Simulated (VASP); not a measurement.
# BaTiO3 in VASP: notebook

The runs below take BaTiO3 through single point, with PBEsol.

Program: VASP 6.6.1. These are calculated values, not measurements. Logs are shortened: lines on timing, memory, paths and dates and some standing lists are left out, and cuts for length are marked.

### Step 1. The cell of the first run

It takes space group P4/mmm (No. 123, tetragonal). The conventional cell has a = 3.941 Å, b = 3.941 Å, c = 4.089 Å, α = 90.00°, β = 90.00°, γ = 90.00°. Within 3.7 Å of Ba (site symmetry 4/mmm) lie 12 O at 2.79 to 2.84 Å and 8 Ti at 3.46 Å. Within 2.6 Å of Ti (site symmetry 4/mmm) lie 6 O at 1.97 to 2.04 Å. O (site symmetry 4/mmm) has 2 Ti at 2.04 Å within 2.7 Å. O (site symmetry mmm) has 2 Ti at 1.97 Å within 2.6 Å.

### Step 2. Single point, PBEsol (uniaxial strain along a: +3.0 %, then relaxed in part)

The input, INCAR:

```
ALGO = Normal
EDIFF = 1E-6
ENCUT = 520
GGA = PS
ISIF = 2
ISMEAR = 0
LASPH = True
LCHARG = False
LREAL = False
LWAVE = False
NBANDS = 28
NELM = 100
PREC = Accurate
SIGMA = 0.02
```

The input, KPOINTS:

```
k-points
0
Gamma
  8 8 8
```

The input, POSCAR:

```
BaTiO3
1.0
    4.0889654123      0.0000000000      0.0000000000
    0.0000000000      3.9410376295      0.0000000000
    0.0000000000      0.0000000000      3.9410376295
Ba Ti O
1 1 3
Direct
    0.5000000000      0.5000000000      0.5000000000
    0.0000000000      0.0000000000      0.0000000000
    0.5000000000      0.0000000000      0.0000000000
    0.0000000000      0.5000000000      0.0000000000
    0.0000000000      0.0000000000      0.5000000000
```

Potentials or basis: VASP PAW PBE potentials, release 64 (Ba_sv, Ti_sv, O).

On the command line:

```console
$ cat potpaw_PBE.64/Ba_sv/POTCAR potpaw_PBE.64/Ti_sv/POTCAR potpaw_PBE.64/O/POTCAR > POTCAR
$ mpirun -np 1 vasp_std > vasp.out
```

OUTCAR:

```text
EDIFF = 1E-6
   ENCUT = 520
   GGA = PS
   ISIF = 2
   ISMEAR = 0
   LASPH = True
   LREAL = False
   NELM = 100
   PREC = Accurate

 ion  position               nearest neighbor table
   1  0.500  0.500  0.500-   3 2.79   3 2.79   3 2.79   3 2.79   4 2.84   5 2.84   5 2.84   4 2.84
                             4 2.84   5 2.84   4 2.84   5 2.84   2 3.46   2 3.46   2 3.46   2 3.46
   2  0.000  0.000  0.000-   4 1.97   5 1.97   5 1.97   4 1.97   3 2.04   3 2.04   1 3.46   1 3.46
                             1 3.46   1 3.46   1 3.46   1 3.46   1 3.46   1 3.46
   3  0.500  0.000  0.000-   2 2.04   2 2.04   1 2.79   1 2.79   1 2.79   1 2.79
   4  0.000  0.500  0.000-   2 1.97   2 1.97   1 2.84   1 2.84   1 2.84   1 2.84
   5  0.000  0.000  0.500-   2 1.97   2 1.97   1 2.84   1 2.84   1 2.84   1 2.84

  LATTYP: Found a simple tetragonal cell.
 ALAT       =     3.9410376295
 C/A-ratio  =     1.0375352373

  Lattice vectors:

 A1 = (   0.0000000000,   3.9410376295,   0.0000000000)
 A2 = (   0.0000000000,   0.0000000000,   3.9410376295)
 A3 = (   4.0889654123,   0.0000000000,   0.0000000000)

Analysis of symmetry for initial positions (statically):
=====================================================================
 Subroutine PRICEL returns:
 Original cell was already a primitive cell.

 Routine SETGRP: Setting up the symmetry group for a
 simple tetragonal supercell.

 Subroutine GETGRP returns: Found 16 space group operations
 (whereof 16 operations were pure point group operations)
 out of a pool of 16 trial point group operations.

The static configuration has the point symmetry D_4h.

Analysis of symmetry for dynamics (positions and initial velocities):
=====================================================================
 Subroutine PRICEL returns:
 Original cell was already a primitive cell.

 Routine SETGRP: Setting up the symmetry group for a
 simple tetragonal supercell.

 Subroutine GETGRP returns: Found 16 space group operations
 (whereof 16 operations were pure point group operations)
 out of a pool of 16 trial point group operations.

The dynamic configuration has the point symmetry D_4h.

 Subroutine INISYM returns: Found 16 space group operations
 (whereof 16 operations are pure point group operations),
 and found     1 'primitive' translations

----------------------------------------------------------------------------------------

                                     Primitive cell

  volume of cell :      63.5089

  direct lattice vectors                    reciprocal lattice vectors
     4.088965412  0.000000000  0.000000000     0.244560640  0.000000000  0.000000000
     0.000000000  3.941037629  0.000000000     0.000000000  0.253740282  0.000000000
     0.000000000  0.000000000  3.941037629     0.000000000  0.000000000  0.253740282

  length of vectors
     4.088965412  3.941037629  3.941037629     0.244560640  0.253740282  0.253740282

  position of ions in fractional coordinates (direct lattice)
     0.500000000  0.500000000  0.500000000
     0.000000000  0.000000000  0.000000000
     0.500000000  0.000000000  0.000000000
     0.000000000  0.500000000  0.000000000
     0.000000000  0.000000000  0.500000000

  ion indices of the primitive-cell ions
   primitive index   ion index
                 1           1
                 2           2
                 3           3
                 4           4
                 5           5

----------------------------------------------------------------------------------------

 KPOINTS: k-points

Automatic generation of k-mesh.
 Grid dimensions read from file:
 generate k-points for:    8    8    8

 Generating k-lattice:

  Cartesian coordinates                     Fractional coordinates (reciprocal lattice)
     0.030570080  0.000000000  0.000000000     0.125000000  0.000000000  0.000000000
     0.000000000  0.031717535  0.000000000     0.000000000  0.125000000  0.000000000
     0.000000000  0.000000000  0.031717535     0.000000000  0.000000000  0.125000000

  Length of vectors
     0.030570080  0.031717535  0.031717535

  Shift w.r.t. Gamma in fractional coordinates (k-lattice)
     0.000000000  0.000000000  0.000000000

 Subroutine IBZKPT returns following result:
 ===========================================

 Found     75 irreducible k-points:

 Following reciprocal coordinates:
            Coordinates               Weight
  0.000000  0.000000  0.000000      1.000000
  0.125000  0.000000  0.000000      2.000000
  0.250000  0.000000  0.000000      2.000000
  0.375000  0.000000  0.000000      2.000000
  0.500000  0.000000  0.000000      1.000000
  0.000000  0.125000  0.000000      4.000000
[... 16 lines left out ...]
  0.250000  0.500000  0.000000      4.000000
  0.375000  0.500000  0.000000      4.000000
 [... further k-points ...]
   k-points           NKPTS =     75   k-points in BZ     NKDIM =     75   number of bands    NBANDS=     28
   number of dos      NEDOS =    301   number of ions     NIONS =      5
   total plane-waves  NPLWV =  27000
   dimension x,y,z NGX =    30 NGY =   30 NGZ =   30
   dimension x,y,z NGXF=    60 NGYF=   60 NGZF=   60
   ions per type =               1   1   3
   NGX,Y,Z   is equivalent  to a cutoff of  12.20, 12.65, 12.65 a.u.
   NGXF,Y,Z  is equivalent  to a cutoff of  24.39, 25.31, 25.31 a.u.
 SYSTEM =  unknown system
   PREC   = accura    normal or accurate (medium, high low for compatibility)
   ISTART =      0    job   : 0-new  1-cont  2-samecut
   ICHARG =      2    charge: 1-file 2-atom 10-const
   ISPIN  =      1    spin polarized calculation?
   LNONCOLLINEAR =      F non collinear calculations
   LSORBIT =      F    spin-orbit coupling
   LASPH  =      T    aspherical Exc in radial PAW
   ENCUT  =  520.0 eV  38.22 Ry    6.18 a.u.   7.60  7.33  7.33*2*pi/ulx,y,z
   NELM   =    100;   NELMIN=  2; NELMDL= -5     # of ELM steps
   EDIFF  = 0.1E-05   stopping-criterion for ELM
   LREAL  =      F    real-space projection
   EDIFFG = 0.1E-04   stopping-criterion for IOM
   NSW    =      0    number of steps for IOM
   IBRION =     -1    ionic relax: 0-MD 1-quasi-New 2-CG
   NFREE  =      0    steps in history (QN), initial steepest desc. (CG)
   ISIF   =      2    stress and relaxation
   ISYM   =      2    0-nonsym 1-usesym 2-fastsym
   POTIM  = 0.5000    time-step for ionic-motion
   TEBEG  =    0.0;   TEEND  =   0.0 temperature during run
   PSTRESS=    0.0 pullay stress
   NELECT =      40.0000    total number of electrons
   NUPDOWN=      -1.0000    fix difference up-down
   EMIN   =  10.00;   EMAX   =-10.00  energy-range for DOS
   EFERMI =   0.00;   METHOD = LEGACY
   ISMEAR =     0;   SIGMA  =   0.02  broadening in eV -4-tet -1-fermi 0-gaus
   EFERMI_NEDOS =   21; number of points for ismear=-14 and -15
   IALGO  =     38    algorithm
   IMIX   =      4    mixing-type and parameters
     AMIX     =   0.40;   BMIX     =  1.00
     AMIX_MAG =   1.60;   BMIX_MAG =  1.00
  volume/ion in A,a.u.               =      12.70        85.72
  Fermi-wavevector in a.u.,A,eV,Ry     =   1.403298  2.651849 26.793215  1.969246
  Thomas-Fermi vector in A             =   2.525974
   LORBIT       =      0    0 simple, 1 ext, 2 COOP (PROOUT), +10 PAW based schemes
   GGA     = PS    functional components
   LHFCALC =     F    Hartree Fock is set to
   AEXX    =    0.0000 exact exchange contribution
   IVDW    =     0    specifies the selected vdW correction
   LEPSILON=     F    determine dielectric tensor
   LRPA    =     F    only Hartree local field effects (RPA)
 non-spin polarized calculation
 Gauss-broadening in eV      SIGMA  =   0.02
  energy-cutoff  :      520.00
  volume of cell :       63.51
 maximum number of plane-waves:      1727
   NGX = 15   NGY = 15   NGZ = 15

 number of electron      39.9999996 magnetization

 Free energy of the ion-electron system (eV)
  ---------------------------------------------------
  ext. energy  EPLUGINS =         0.00000000
  ---------------------------------------------------
  free energy    TOTEN  =       -41.94663194 eV

  energy without entropy =      -41.94663194  energy(sigma->0) =      -41.94663194

 E-fermi :   4.1098     XC(G=0): -11.5675

 val. band max:        3.8220623632   @ k =   0.5000   0.5000   0.5000
 cond. band min:       5.4630219517   @ k =   0.0000   0.0000   0.0000
 fundamental gap:      1.6409595885
 Fermi energy:         4.1097655403

 k-point     1 :       0.0000    0.0000    0.0000
  band No.  band energies     occupation
      1     -52.5597      2.00000
      2     -28.8963      2.00000
      3     -28.8963      2.00000
      4     -28.8799      2.00000
      5     -20.9735      2.00000
      6     -13.1081      2.00000
[... 20 lines left out ...]
     27       8.8837      0.00000
     28      11.0709      0.00000

 k-point     2 :       0.1250    0.0000    0.0000
  band No.  band energies     occupation
      1     -52.5596      2.00000
      2     -28.8961      2.00000
      3     -28.8961      2.00000
      4     -28.8861      2.00000
      5     -20.9577      2.00000
      6     -13.1433      2.00000
[... 20 lines left out ...]
     27       9.1634      0.00000
     28      11.4198      0.00000

 k-point     3 :       0.2500    0.0000    0.0000
  band No.  band energies     occupation
      1     -52.5593      2.00000
      2     -28.9008      2.00000
      3     -28.8955      2.00000
      4     -28.8955      2.00000
      5     -20.9191      2.00000
      6     -13.2490      2.00000
[... 20 lines left out ...]
     27       9.8979      0.00000
     28      12.2592      0.00000

 k-point     4 :       0.3750    0.0000    0.0000
  band No.  band energies     occupation
      1     -52.5590      2.00000
      2     -28.9155      2.00000
      3     -28.8949      2.00000
      4     -28.8949      2.00000
      5     -20.8797      2.00000
      6     -13.3705      2.00000
[... 578 lines left out ...]
     27      11.7128      0.00000
     28      12.1315      0.00000

 k-point    23 :       0.2500    0.5000    0.0000
  band No.  band energies     occupation
      1     -52.5579      2.00000
      2     -28.9603      2.00000
      3     -28.8974      2.00000
      4     -28.8930      2.00000
      5     -20.8004      2.00000
      6     -13.0791      2.00000
[... 20 lines left out ...]
     27      12.2854      0.00000
     28      12.5407      0.00000

 k-point    24 :       0.3750    0.5000    0.0000
  band No.  band energies     occupation
      1     -52.5577      2.00000
      2     -28.9592      2.00000
      3     -28.9115      2.00000
      4     -28.8924      2.00000
      5     -20.7774      2.00000
      6     -12.8988      2.00000
[... 20 lines left out ...]
     27      11.7590      0.00000
     28      13.3632      0.00000

 [... further k-points ...]
[... 5 lines left out ...]
  --------------------------------------------------------------------------------------
  -------------------------------------------------------------------------------------
  Total       -2.0267150      0.7815964      0.7815964      0.0000000      0.0000000     -0.0000000
  in kB      -51.1291601     19.7178029     19.7178029      0.0000000      0.0000000     -0.0000000
  external PRESSURE =      -3.8978514 kB  Pullay stress =       0.0000000 kB

 VOLUME and BASIS-vectors are now :
 -----------------------------------------------------------------------------
  energy-cutoff  :      520.00
  volume of cell :       63.51
      direct lattice vectors                 reciprocal lattice vectors
     4.088965412  0.000000000  0.000000000     0.244560640  0.000000000  0.000000000
     0.000000000  3.941037629  0.000000000     0.000000000  0.253740282  0.000000000
     0.000000000  0.000000000  3.941037629     0.000000000  0.000000000  0.253740282

 POSITION                                       TOTAL-FORCE (eV/Angst)
 -----------------------------------------------------------------------------------
      2.04448      1.97052      1.97052         0.000000      0.000000      0.000000
      0.00000      0.00000      0.00000         0.000000      0.000000      0.000000
      2.04448      0.00000      0.00000         0.000000      0.000000      0.000000
      0.00000      1.97052      0.00000         0.000000      0.000000      0.000000
      0.00000      0.00000      1.97052         0.000000      0.000000      0.000000
 -----------------------------------------------------------------------------------
    total drift:                                0.000000     -0.000000      0.000000

  FREE ENERGIE OF THE ION-ELECTRON SYSTEM (eV)
  ---------------------------------------------------
  free  energy   TOTEN  =       -41.9466319374 eV

  energy  without entropy=      -41.9466319374  energy(sigma->0) =      -41.94663194
```

It took 88 s on 1 thread of Intel Xeon 6975P-C (Granite Rapids), shared host; peak memory 0.26 GiB.

Results:

| Quantity | Value |
| --- | --- |
| Free energy | -41.9466 eV |
| Pressure | -0.4 GPa |
| Band gap on the k mesh | 1.64 eV, indirect (least direct gap 1.81 eV) |

Stress tensor (GPa, compression positive):
```
-5.11  0.00  0.00
 0.00  1.97  0.00
 0.00  0.00  1.97
```

Levels at points of the mesh, in eV from the valence-band top:
```
           k point  band 18  band 19  band 20  band 21  band 22  band 23
(0.00, 0.00, 0.00)    -0.23    -0.17    -0.17     1.64     1.64     1.71
(0.50, 0.00, 0.00)    -1.66    -0.75    -0.75     1.85     3.28     3.28
(0.00, 0.50, 0.00)    -1.99    -0.82    -0.77     1.83     3.58     3.60
(0.50, 0.50, 0.00)    -1.05    -1.03    -0.21     3.29     3.60     3.86
(0.00, 0.50, 0.50)    -0.72    -0.72    -0.07     3.59     3.59     4.05
(0.50, 0.50, 0.50)    -0.07    -0.07     0.00     4.13     4.13     4.30
```

Caveat: the cell differs from its parent crystal (uniaxial strain along a: +3.0 %, then relaxed in part); the PAW data sets were made with another functional, which shifts forces and pressure a little; spin-orbit coupling is left out, which moves the levels of the heavy elements. A k mesh can miss the band edges.

(Part 1 of 2 ends here.)
